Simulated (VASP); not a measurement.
A run of VASP 6.6.1 is set up as follows.

The input INCAR:

```
SYSTEM = MgS
  ALGO = Normal
  EDIFF = 1E-7
  ENCUT = 520
  GGA = PE
  ISIF = 2
  ISMEAR = 0
  LASPH = .TRUE.
  LCHARG = .FALSE.
  LREAL = .FALSE.
  LWAVE = .FALSE.
  NBANDS = 26
  NELM = 100
  PREC = Accurate
  SIGMA = 0.1
```

KPOINTS

```
k-points
0
G
  4 4 4
  0 0 0
```

File POSCAR:

```
MgS
1.0
    6.6177663500      0.0000000000      0.0000000000
    0.0000000000      6.6177663500      0.0000000000
    0.0000000000      0.0000000000      3.9085750900
Mg S
4 4
Direct
    0.6823628100      0.6823628100      0.0000000000
    0.8176371900      0.1823628100      0.5000000000
    0.3176371900      0.3176371900      0.0000000000
    0.1823628100      0.8176371900      0.5000000000
    0.8176371900      0.8176371900      0.5000000000
    0.6823628100      0.3176371900      0.0000000000
    0.1823628100      0.1823628100      0.5000000000
    0.3176371900      0.6823628100      0.0000000000
```

Potentials or basis: VASP PAW PBE potentials, release 64 (Mg, S).

Launch:

```console
$ cat potpaw_PBE.64/Mg/POTCAR potpaw_PBE.64/S/POTCAR > POTCAR
$ mpirun -np 1 vasp_std > vasp.out
```

Q: What does it give for the largest force?

A: 0.392 eV/Å.

Q: Predict the band gap on the k mesh.

A: 3.80 eV, direct.

Q: What does it give for the pressure?

A: 8.1 GPa.

Forces on the atoms (eV/Å):
```
Mg  -0.277 -0.277  0.000
Mg   0.277 -0.277  0.000
Mg   0.277  0.277  0.000
Mg  -0.277  0.277  0.000
S   -0.027 -0.027  0.000
S    0.027 -0.027  0.000
S    0.027  0.027  0.000
S   -0.027  0.027  0.000
```

Expect the measured gap to be larger: semilocal functionals such as PBE lack the derivative discontinuity.
